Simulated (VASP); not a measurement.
Write the native input for VASP 6.6.1 that does the following.

```yaml
Task: single point
Functional: PBE
Potentials_or_basis: VASP PAW PBE potentials, release 64 (Ga_d, O)
Cutoff: 520 eV
k_mesh: 6 × 6 × 6
Occupations: fermi-dirac, width 0.02 eV
Spin: no spin polarisation
Dipole_correction: no
Further_INCAR_settings: ALGO = Normal; EDIFF = 1e-07; NBANDS = 55
```

The structure of Ga2O3 lies in POSCAR:

```
Ga2O3
1.0
    2.4922597440      1.4389068341      4.4358375795
   -2.4922597440      1.4389068341      4.4358375795
    0.0000000000     -2.8778136682      4.4358375795
Ga O
4 6
Direct
    0.8557868672      0.8557868672      0.8557868672
    0.3557868672      0.3557868672      0.3557868672
    0.1442131328      0.1442131328      0.1442131328
    0.6442131328      0.6442131328      0.6442131328
    0.4465234632      0.0534765368      0.7500000000
    0.0534765368      0.7500000000      0.4465234632
    0.5534765368      0.9465234632      0.2500000000
    0.2500000000      0.5534765368      0.9465234632
    0.9465234632      0.2500000000      0.5534765368
    0.7500000000      0.4465234632      0.0534765368
```

This cell differs from its parent crystal: uniaxial z strain -1.0%.

The input as run:

INCAR

```
PREC = Accurate
ENCUT = 520
EDIFF = 1E-7
ISMEAR = -1
SIGMA = 0.02
LREAL = F
LASPH = T
NELM = 60
ALGO = Normal
ISIF = 2
LWAVE = F
LCHARG = T
GGA = PE
LELF = T
LVHAR = T
NBANDS = 55
```

KPOINTS

```
regular mesh
0
Gamma
  6 6 6
```

Potentials or basis: VASP PAW PBE potentials, release 64 (Ga_d, O).

Command:

```sh
$ cat potpaw_PBE.64/Ga_d/POTCAR potpaw_PBE.64/O/POTCAR > POTCAR
$ mpirun -np 1 vasp_std > vasp.out
```

Results of the run:

```yaml
Pressure: 12.7 GPa
Largest_force: 0.085 eV/Å
Band_gap_on_the_k_mesh: 2.94 eV (least direct gap 3.21 eV)
```

Caveat: the cell differs from its parent crystal (uniaxial z strain -1.0%); the cell stands under pressure.

Wall time 120 s on 1 thread of Intel(R) Xeon(R) 6975P-C (Granite Rapids), on a shared host, peak memory 0.3 GiB.
